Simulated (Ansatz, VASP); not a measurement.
## Two plane-wave programs on HgTe

File INCAR:

```
SYSTEM = HgTe
PREC     = Accurate       ! precision mode
ENCUT    = 520            ! plane-wave cutoff, eV
EDIFF    = 1E-6           ! SCF threshold, eV
ISMEAR   = 0              ! smearing method
SIGMA    = 0.15           ! smearing width, eV
LREAL    = .False.        ! projectors in reciprocal space
LASPH    = .True.         ! aspherical terms in the spheres
NELM     = 80             ! most SCF steps
ALGO     = Normal         ! electronic algorithm
ISIF     = 2              ! what is computed and relaxed
LWAVE    = .False.        ! write WAVECAR
LCHARG   = .False.        ! write CHGCAR
GGA      = PS             ! functional
NBANDS   = 16             ! bands
```

File KPOINTS:

```
Automatic mesh
0
Gamma
  14 14 14
  0 0 0
```

Contents of POSCAR:

```
HgTe
1.0
    0.0000000000      3.1751475000      3.3202050000
    3.1751475000      0.0000000000      3.3202050000
    3.1751475000      3.1751475000      0.0000000000
Hg Te
1 1
Direct
    0.0000000000      0.0000000000      0.0000000000
    0.7500000000      0.7500000000      0.7500000000
```

Input for Ansatz:

```yaml
crystal:
  lattice:
    - [0.0, 3.1751475, 3.320205]
    - [3.1751475, 0.0, 3.320205]
    - [3.1751475, 3.1751475, 0.0]
  atoms:
    - { symbol: Hg, position: [0.0, 0.0, 0.0] }
    - { symbol: Te, position: [0.75, 0.75, 0.75] }
basis:
  ecutwfc: 420
kpoints:
  mp_grid: { grid: [14, 14, 14] }
hamiltonian:
  xc: pbesol
scf:
  occupations: { method: gaussian, width: 0.15 }
output:
  forces: true
  stress: true
  eigenvalues: true
```

Change from the starting cell: strain -0.015 along x and y, +0.030 along z, atoms carried along.

Alike in both runs: task single point; functional PBEsol; k mesh 14 × 14 × 14; occupations gaussian, width 0.15 eV; no spin polarisation.

|  | VASP | Ansatz |
| --- | --- | --- |
| version | VASP 6.6.1 | Ansatz 0.2.0 |
| potentials or method | VASP PAW PBE potentials, release 64 (Hg, Te), cutoff 520 eV | scalar-relativistic, plane waves, PAW |
| valence electrons in the cell | 18 | 36 |

```tsv
	VASP	Ansatz	Ansatz less VASP
gap on the k mesh at the Fermi level (eV)	none	none	-
pressure (GPa)	1.4	1.3	-0.12
traceless stress, the component that is largest in VASP (GPa)	-0.49	-0.49	0.000
```

VASP's potentials were made for PBE, not for PBEsol. A gap of «none» marks a metal or a gap that the smearing closes. VASP's potentials hold 18 valence electrons a cell and Ansatz's 36, so a difference there can come from the potentials and not from the codes.

Spin-orbit coupling is off throughout.
